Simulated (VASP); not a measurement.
A run of VASP 6.6.1 is set up as follows.

The input INCAR:

```
  ALGO = Normal
  EDIFF = 1E-6
  ENCUT = 520
  GGA = PE
  ISIF = 2
  ISMEAR = 0
  LASPH = T
  LCHARG = T
  LELF = T
  LREAL = F
  LVHAR = T
  LWAVE = F
  NBANDS = 35
  NELM = 80
  PREC = Accurate
  SIGMA = 0.02
```

Contents of KPOINTS:

```
k-points
0
Gamma
  12 12 2
```

File POSCAR:

```
TiClF
1.0
    3.0884536859      0.0000000000      0.0000000000
   -1.5442268430      2.6746793504      0.0000000000
    0.0000000000      0.0000000000     13.2802151511
Ti Cl F
2 2 2
Direct
    0.3333333333      0.6666666667      0.4771809369
    0.6666666667      0.3333333333      0.9771809369
    0.0000000000      0.0000000000      0.0997873639
    0.0000000000      0.0000000000      0.5997873639
    0.0000000000      0.0000000000      0.3845448692
    0.0000000000      0.0000000000      0.8845448692
```

Potentials or basis: VASP PAW PBE potentials, release 64 (Ti_sv, Cl, F).

The run is started by

```console
$ cat potpaw_PBE.64/Ti_sv/POTCAR potpaw_PBE.64/Cl/POTCAR potpaw_PBE.64/F/POTCAR > POTCAR
$ mpirun -np 1 vasp_std > vasp.out
```

**Question.** What does it give for the band gap on the k mesh?

**Answer.** 1.13 eV (least direct gap 1.27 eV).

**Question.** What does it give for the largest force?

**Answer.** 0.037 eV/Å.

Forces in eV/Å, atoms in the order of the input:
```
Ti   0.000  0.000  0.011
Ti   0.000  0.000  0.011
Cl   0.000  0.000  0.027
Cl   0.000  0.000  0.027
F    0.000  0.000 -0.037
F    0.000  0.000 -0.037
```

 A k mesh can miss the band edges.
